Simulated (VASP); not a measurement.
Set up this calculation in VASP 6.6.1, as the native input.

- Task: dielectric tensor
- Functional: LDA
- Potentials or basis: VASP PAW LDA potentials, release 64 (Ga_d, N)
- Cutoff: 520 eV
- k mesh: 11 × 11 × 11
- Occupations: gaussian, width 0.01 eV
- Spin: no spin polarisation
- Dipole correction: no
- Further INCAR settings: ALGO = Normal; EDIFF = 1e-08

The structure of GaN lies in POSCAR:

```
GaN
1.0
    0.0000000000      2.1352350000      2.1352350000
    2.1352350000      0.0000000000      2.1352350000
    2.1352350000      2.1352350000      0.0000000000
Ga N
1 1
Direct
    0.0000000000      0.0000000000      0.0000000000
    0.5000000000      0.5000000000      0.5000000000
```

These files were run (other wordings do the same):

INCAR

```
PREC     = Accurate       # precision mode
ENCUT    = 520            # plane-wave cutoff, eV
EDIFF    = 1E-8           # SCF threshold, eV
ISMEAR   = 0              # smearing method
SIGMA    = 0.01           # smearing width, eV
LREAL    = F              # projectors in reciprocal space
LASPH    = T              # aspherical terms in the spheres
NELM     = 80             # most SCF steps
ALGO     = Normal         # electronic algorithm
ISIF     = 2              # what is computed and relaxed
LWAVE    = F              # write WAVECAR
LCHARG   = F              # write CHGCAR
GGA      = CA             # functional
LEPSILON = T              # dielectric tensor by DFPT
```

KPOINTS

```
Automatic mesh
0
Gamma
  11 11 11
```

Potentials or basis: VASP PAW LDA potentials, release 64 (Ga_d, N).

Command:

```sh
$ cat potpaw_LDA.64/Ga_d/POTCAR potpaw_LDA.64/N/POTCAR > POTCAR
$ mpirun -np 1 vasp_std > vasp.out
```

It gave:

```yaml
Band_gap_on_the_k_mesh: 0.36 eV (least direct gap 2.45 eV)
Electronic_dielectric_tensor_diagonal: 8.64
Born_charges_mean_of_the_diagonal: Ga +3.62; N -3.62 e
```

Caveat: the gap is small at this level, which inflates the dielectric constant; an odd mesh through Γ misses points on the zone boundary, where band edges can lie.

It took 3.2 min on 1 thread of Intel Xeon 8259CL, with other jobs on the host, peak memory 0.21 GiB.
